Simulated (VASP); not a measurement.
Runs of VASP 6.6.1 on SnO2. The structure is that of space group P6_3/mmc (No. 194), or close to it. The cells are those of the table. 

```tsv
cell	gap on the mesh (eV)	pressure (GPa)	largest force (eV/Å)
a = 3.188, b = 3.188, c = 9.855 Å, angles 90.0, 90.0, 120.0°, 6 atoms	2.12	7.7	0.83
a = 3.146, b = 3.146, c = 10.122 Å, angles 90.0, 90.0, 120.0°, 6 atoms	2.45	10.5	0.81
a = 3.231, b = 3.231, c = 9.595 Å, angles 90.0, 90.0, 120.0°, 6 atoms	1.77	(a)	0.82
a = 3.083, b = 3.083, c = 10.536 Å, angles 90.0, 90.0, 120.0°, 6 atoms	2.90	14.6	0.73
a = 3.273, b = 3.273, c = 10.744 Å, angles 90.0, 90.0, 120.0°, 6 atoms	1.77	-7.4	0.75
a = 3.209, b = 3.209, c = 9.725 Å, angles 90.0, 90.0, 120.0°, 6 atoms	(c)	(d)	0.83
a = 3.318, b = 3.318, c = 10.258 Å, angles 90.0, 90.0, 120.0°, 6 atoms	1.42	-8.2	0.43
a = 3.063, b = 3.063, c = 10.678 Å, angles 90.0, 90.0, 120.0°, 6 atoms	3.03	16.0	0.69
a = 3.144, b = 3.144, c = 9.916 Å, angles 90.0, 90.0, 120.0°, 6 atoms	2.44	13.1	1.12
a = 3.104, b = 3.104, c = 10.396 Å, angles 90.0, 90.0, 120.0°, 6 atoms	2.76	13.2	0.77
a = 3.229, b = 3.229, c = 11.035 Å, angles 90.0, 90.0, 120.0°, 6 atoms	2.04	(b)	0.89
a = 3.125, b = 3.125, c = 10.258 Å, angles 90.0, 90.0, 120.0°, 6 atoms	2.61	11.8	0.79
```

Alike in all rows: task single point; level PBE+D3(BJ); potentials or basis VASP PAW PBE potentials, release 64 (Sn_d, O); no spin polarisation; k mesh 12 × 12 × 4; cutoff (eV) 520; smearing gaussian 0.05 eV.

Problem. Estimate the missing entries.

Solution. (a) 5.1; (b) -5.7; (c) 1.95; (d) 6.4.

Caveats: spin-orbit coupling is left out, which moves the levels of the heavy elements; the cell stands under pressure (at least some runs); the cell stands under tension (at least some runs); the stress differs along the axes, from 6 to 13 GPa (at least some runs); the stress differs along the axes, from 5 to 20 GPa (at least some runs); the stress differs along the axes, from -11 to -3 GPa (at least some runs); the stress differs along the axes, from 4 to 22 GPa (at least some runs).

A k mesh can miss the band edges, and the runs leave out spin-orbit coupling on Sn.
